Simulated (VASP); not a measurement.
# Si2W (MoSi2 type) (I4/mmm) in VASP: further runs

The runs below take Si2W (MoSi2 type) through single point, with LDA.

Program: VASP 6.6.1. These are calculated values, not measurements. Logs are shortened: lines on timing, memory, paths and dates and some standing lists are left out, and cuts for length are marked.

**1. The cell of the first run**

The structure is tetragonal, space group I4/mmm (No. 139). Conventional cell: a = 2.827 Å, b = 2.827 Å, c = 7.105 Å, α = 90.00°, β = 90.00°, γ = 90.00°. W (site symmetry 4/mmm) has 10 Si at 2.33 to 2.35 Å and 4 W at 2.83 Å within 3.1 Å. Within 3.0 Å of Si (site symmetry 4mm) lie 9 Si at 2.30 to 2.83 Å and 5 W at 2.33 to 2.35 Å.

**2. Single point, LDA (volume scaled by 0.72)**

The input, INCAR:

```
SYSTEM = Si2W
  PREC = Accurate
  ENCUT = 520
  EDIFF = 1E-6
  ISMEAR = -1
  SIGMA = 0.08
  LREAL = .FALSE.
  LASPH = .TRUE.
  NELM = 100
  ALGO = Normal
  ISIF = 2
  LWAVE = .FALSE.
  LCHARG = .FALSE.
  GGA = CA
  NBANDS = 18
```

The input, KPOINTS:

```
Automatic mesh
0
G
  14 14 14
  0 0 0
```

The input, POSCAR:

```
Si2W
1.0
   -1.4133052739      1.4133052739      3.5525372885
    1.4133052739     -1.4133052739      3.5525372885
    1.4133052739      1.4133052739     -3.5525372885
W Si
1 2
Direct
    0.0000000000      0.0000000000      0.0000000000
    0.3302802986      0.3302802986      0.0000000000
   -0.3302802986     -0.3302802986      0.0000000000
```

Potentials or basis: VASP PAW LDA potentials, release 64 (W_sv, Si).

Launch:

```
$ cat potpaw_LDA.64/W_sv/POTCAR potpaw_LDA.64/Si/POTCAR > POTCAR
$ mpirun -np 1 vasp_std > vasp.out
```

OUTCAR:

```text
SYSTEM = Si2W
   PREC = Accurate
   ENCUT = 520
   EDIFF = 1E-6
   ISMEAR = -1
   LREAL = .FALSE.
   LASPH = .TRUE.
   NELM = 100
   ISIF = 2
   GGA = CA

 ion  position               nearest neighbor table
   1  0.000  0.000  0.000-   3 2.33   3 2.33   3 2.33   2 2.33   3 2.33   2 2.33   2 2.33   2 2.33
                             2 2.35   3 2.35
   2  0.330  0.330  0.000-   3 2.30   3 2.30   3 2.30   3 2.30   1 2.33   1 2.33   1 2.33   1 2.33
                             1 2.35   3 2.41
   3  0.670  0.670  0.000-   2 2.30   2 2.30   2 2.30   2 2.30   1 2.33   1 2.33   1 2.33   1 2.33
                             1 2.35   2 2.41

  LATTYP: Found a body centered tetragonal cell.
 ALAT       =     2.8266105478
 C/A-ratio  =     2.5136376083

  Lattice vectors:

 A1 = (  -1.4133052739,   1.4133052739,   3.5525372885)
 A2 = (   1.4133052739,  -1.4133052739,   3.5525372885)
 A3 = (   1.4133052739,   1.4133052739,  -3.5525372885)

Analysis of symmetry for initial positions (statically):
=====================================================================
 Subroutine PRICEL returns:
 Original cell was already a primitive cell.

 Routine SETGRP: Setting up the symmetry group for a
 body centered tetragonal supercell.

 Subroutine GETGRP returns: Found 16 space group operations
 (whereof 16 operations were pure point group operations)
 out of a pool of 16 trial point group operations.

The static configuration has the point symmetry D_4h.

Analysis of symmetry for dynamics (positions and initial velocities):
=====================================================================
 Subroutine PRICEL returns:
 Original cell was already a primitive cell.

 Routine SETGRP: Setting up the symmetry group for a
 body centered tetragonal supercell.

 Subroutine GETGRP returns: Found 16 space group operations
 (whereof 16 operations were pure point group operations)
 out of a pool of 16 trial point group operations.

The dynamic configuration has the point symmetry D_4h.

 Subroutine INISYM returns: Found 16 space group operations
 (whereof 16 operations are pure point group operations),
 and found     1 'primitive' translations

----------------------------------------------------------------------------------------

                                     Primitive cell

  volume of cell :      28.3838

  direct lattice vectors                    reciprocal lattice vectors
    -1.413305274  1.413305274  3.552537288     0.000000000  0.353780609  0.140744476
     1.413305274 -1.413305274  3.552537288     0.353780609  0.000000000  0.140744476
[... 82 lines left out ...]
   LNONCOLLINEAR =      F non collinear calculations
   LSORBIT =      F    spin-orbit coupling
   LASPH  =      T    aspherical Exc in radial PAW
   ENCUT  =  520.0 eV  38.22 Ry    6.18 a.u.   7.58  7.58  7.58*2*pi/ulx,y,z
   NELM   =    100;   NELMIN=  2; NELMDL= -5     # of ELM steps
   EDIFF  = 0.1E-05   stopping-criterion for ELM
   LREAL  =      F    real-space projection
   EDIFFG = 0.1E-04   stopping-criterion for IOM
   NSW    =      0    number of steps for IOM
   IBRION =     -1    ionic relax: 0-MD 1-quasi-New 2-CG
   NFREE  =      0    steps in history (QN), initial steepest desc. (CG)
   ISIF   =      2    stress and relaxation
   ISYM   =      2    0-nonsym 1-usesym 2-fastsym
   POTIM  = 0.5000    time-step for ionic-motion
   TEBEG  =    0.0;   TEEND  =   0.0 temperature during run
   PSTRESS=    0.0 pullay stress
   NELECT =      22.0000    total number of electrons
   NUPDOWN=      -1.0000    fix difference up-down
   EMIN   =  10.00;   EMAX   =-10.00  energy-range for DOS
   EFERMI =   0.00;   METHOD = LEGACY
   ISMEAR =    -1;   SIGMA  =   0.08  broadening in eV -4-tet -1-fermi 0-gaus
   EFERMI_NEDOS =   21; number of points for ismear=-14 and -15
   IALGO  =     38    algorithm
   IMIX   =      4    mixing-type and parameters
     AMIX     =   0.40;   BMIX     =  1.00
     AMIX_MAG =   1.60;   BMIX_MAG =  1.00
  volume/ion in A,a.u.               =       9.46        63.85
  Fermi-wavevector in a.u.,A,eV,Ry     =   1.503807  2.841784 30.768711  2.261436
  Thomas-Fermi vector in A             =   2.614869
   LORBIT       =      0    0 simple, 1 ext, 2 COOP (PROOUT), +10 PAW based schemes
   GGA     = CA    functional components
   LHFCALC =     F    Hartree Fock is set to
   AEXX    =    0.0000 exact exchange contribution
   IVDW    =     0    specifies the selected vdW correction
   LEPSILON=     F    determine dielectric tensor
   LRPA    =     F    only Hartree local field effects (RPA)
 non-spin polarized calculation
  energy-cutoff  :      520.00
  volume of cell :       28.38
 maximum number of plane-waves:       786
   NGX = 15   NGY = 15   NGZ = 15

 number of electron      22.0000000 magnetization

 Free energy of the ion-electron system (eV)
  ---------------------------------------------------
  ext. energy  EPLUGINS =         0.00000000
  ---------------------------------------------------
  free energy    TOTEN  =       -23.18477509 eV

  energy without entropy =      -23.18056880  energy(sigma->0) =      -23.18267195

 E-fermi :  17.8369     XC(G=0): -14.4167

 val. band max:       17.8032027216   @ k =  -0.3571   0.4286   0.3571
 cond. band min:      17.8579771860   @ k =  -0.3571   0.5000   0.3571
 fundamental gap:      0.0547744644
 Fermi energy:        17.8368963934

 k-point     1 :       0.0000    0.0000    0.0000
  band No.  band energies     occupation
      1     -54.9645      2.00000
      2     -20.0690      2.00000
      3     -19.5836      2.00000
      4     -19.5836      2.00000
      5       0.5759      2.00000
      6       8.3996      2.00000
[... 481 lines left out ...]
      5       3.2864      2.00000
      6       8.5229      2.00000
[... 10 lines left out ...]
     17      26.8104      0.00000
     18      28.7859      0.00000

 [... further k-points ...]
[... 5 lines left out ...]
  --------------------------------------------------------------------------------------
  -------------------------------------------------------------------------------------
  Total       28.1743315     28.1743315     28.2031041      0.0000000      0.0000000     -0.0000000
  in kB     1590.3532732   1590.3532732   1591.9773969      0.0000000      0.0000000     -0.0000000
  external PRESSURE =    1590.8946478 kB  Pullay stress =       0.0000000 kB

 VOLUME and BASIS-vectors are now :
 -----------------------------------------------------------------------------
  energy-cutoff  :      520.00
  volume of cell :       28.38
      direct lattice vectors                 reciprocal lattice vectors
    -1.413305274  1.413305274  3.552537288     0.000000000  0.353780609  0.140744476
     1.413305274 -1.413305274  3.552537288     0.353780609  0.000000000  0.140744476
     1.413305274  1.413305274 -3.552537288     0.353780609  0.353780609  0.000000000

 POSITION                                       TOTAL-FORCE (eV/Angst)
 -----------------------------------------------------------------------------------
      0.00000      0.00000      0.00000         0.000000      0.000000     -0.000000
      0.00000      0.00000      2.34667         0.000000      0.000000     -0.037170
      0.00000      0.00000      4.75841        -0.000000     -0.000000      0.037170
 -----------------------------------------------------------------------------------
    total drift:                               -0.000000      0.000000     -0.000000

  FREE ENERGIE OF THE ION-ELECTRON SYSTEM (eV)
  ---------------------------------------------------
  free  energy   TOTEN  =       -23.1847750924 eV

  energy  without entropy=      -23.1805688010  energy(sigma->0) =      -23.18267195
```

Wall time 62 s (1 thread of AMD EPYC 9R45 (Zen 5), shared host); peak memory 0.22 GiB.

Results:

```yaml
Free_energy: -23.1848 eV
Pressure: 159.1 GPa
Largest_force: 0.037 eV/Å
Band_gap_on_the_k_mesh: zero (band 11 reaches 19.25 eV, above the bottom of band 12 at 17.11 eV)
```

Forces in eV/Å, atoms in the order of the input:
```
W    0.000  0.000  0.000
Si   0.000  0.000 -0.037
Si   0.000  0.000  0.037
```

Levels at points of the mesh, in eV from the Fermi level:
```csv
k point,band 7,band 8,band 9,band 10,band 11,band 12,band 13,band 14,band 15,band 16
"(0.00, 0.00, 0.00)",-5.49,-3.90,-3.90,-3.57,1.22,1.23,4.91,4.91,5.50,6.58
"(0.50, 0.00, 0.00)",-7.55,-5.60,-4.48,-3.70,-1.01,3.51,4.22,4.66,6.45,6.76
"(0.50, 0.50, 0.00)",-7.65,-6.61,-5.37,-5.27,-1.02,3.98,4.48,5.12,5.14,5.29
"(0.50, 0.50, 0.50)",-6.30,-4.18,-0.90,-0.90,-0.52,-0.52,1.55,5.39,5.85,9.23
```

Caveat: spin-orbit coupling is left out, which moves the levels of the heavy elements.

(Part 1 of 2 ends here.)
